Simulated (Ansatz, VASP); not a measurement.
## One calculation of KBr, two programs

The input POSCAR:

```
KBr
1.0
    0.0000000000      3.6768655648      3.6768655648
    3.6768655648      0.0000000000      3.6768655648
    3.6768655648      3.6768655648      0.0000000000
K Br
1 1
Direct
    0.0000000000      0.0000000000      0.0000000000
    0.2500000000      0.2500000000      0.2500000000
```

The input INCAR.step1:

```
SYSTEM = KBr
PREC     = Accurate       ! precision mode
ENCUT    = 520            ! plane-wave cutoff, eV
ISMEAR   = 0              ! smearing method
SIGMA    = 0.01           ! smearing width, eV
LREAL    = .FALSE.        ! projectors in reciprocal space
LASPH    = .TRUE.         ! aspherical terms in the spheres
NELM     = 60             ! most SCF steps
NBANDS   = 15             ! bands
GGA      = PE             ! functional
ALGO     = Normal         ! electronic algorithm
EDIFF    = 1E-4           ! SCF threshold, eV
LWAVE    = .TRUE.         ! write WAVECAR
LCHARG   = .FALSE.        ! write CHGCAR
```

File INCAR.step2:

```
SYSTEM = KBr
PREC     = Accurate       ! precision mode
ENCUT    = 520            ! plane-wave cutoff, eV
EDIFF    = 1E-7           ! SCF threshold, eV
ISMEAR   = 0              ! smearing method
SIGMA    = 0.01           ! smearing width, eV
LREAL    = .FALSE.        ! projectors in reciprocal space
LASPH    = .TRUE.         ! aspherical terms in the spheres
NELM     = 60             ! most SCF steps
ALGO     = Normal         ! electronic algorithm
ISIF     = 2              ! what is computed and relaxed
LWAVE    = .FALSE.        ! write WAVECAR
LCHARG   = .FALSE.        ! write CHGCAR
METAGGA  = R2SCAN         ! meta-GGA
LMIXTAU  = .TRUE.       
NBANDS   = 15             ! bands
ISTART   = 1
```

The input KPOINTS:

```
Automatic mesh
0
G
  6 6 6
  0 0 0
```

Input for Ansatz:

```yaml
crystal:
  lattice:
    - [0.0, 3.6768655648, 3.6768655648]
    - [3.6768655648, 0.0, 3.6768655648]
    - [3.6768655648, 3.6768655648, 0.0]
  atoms:
    - { symbol: K, position: [0.0, 0.0, 0.0] }
    - { symbol: Br, position: [0.25, 0.25, 0.25] }
kpoints:
  mp_grid: { grid: [6, 6, 6] }
  band_path:
    path:
      - [0.0, 0.0, 0.0]
      - [-0.5, -0.5, 0.0]
      - [-0.375, -0.375, 0.25]
      - [-0.375, 0.0, 0.375]
      - [0.0, 0.0, 0.5]
      - [-0.5, -0.25, 0.25]
      - [0.0, 0.229167, -0.25]
    npoints: 1
hamiltonian:
  xc: r2scan
scf:
  occupations: { method: fixed }
  n_extra_bands: 4
output:
  forces: true
  stress: true
  eigenvalues: true
```

Change from the starting cell: hydrostatic strain -0.3%.

Alike in both runs: task single point; functional r2SCAN; k mesh 6 × 6 × 6; no spin polarisation.

|  | VASP | Ansatz |
| --- | --- | --- |
| version | VASP 6.6.1 | Ansatz 0.2.0 |
| potentials or method | VASP PAW PBE potentials, release 64 (K_sv, Br) | plane waves, PAW |
| plane-wave cutoff (eV) | 520 | 500 |
| occupations | gaussian, width 0.01 eV | fixed |
| valence electrons in the cell | 16 | 16 |

|  | VASP | Ansatz | Ansatz less VASP |
| --- | --- | --- | --- |
| gap on the k mesh at the Fermi level (eV) | 4.86 | 4.86 | -0.001 |
| pressure (GPa) | 0.1 | 0.1 | 0.00 |

VASP's potentials were made for PBE, not for r2SCAN.
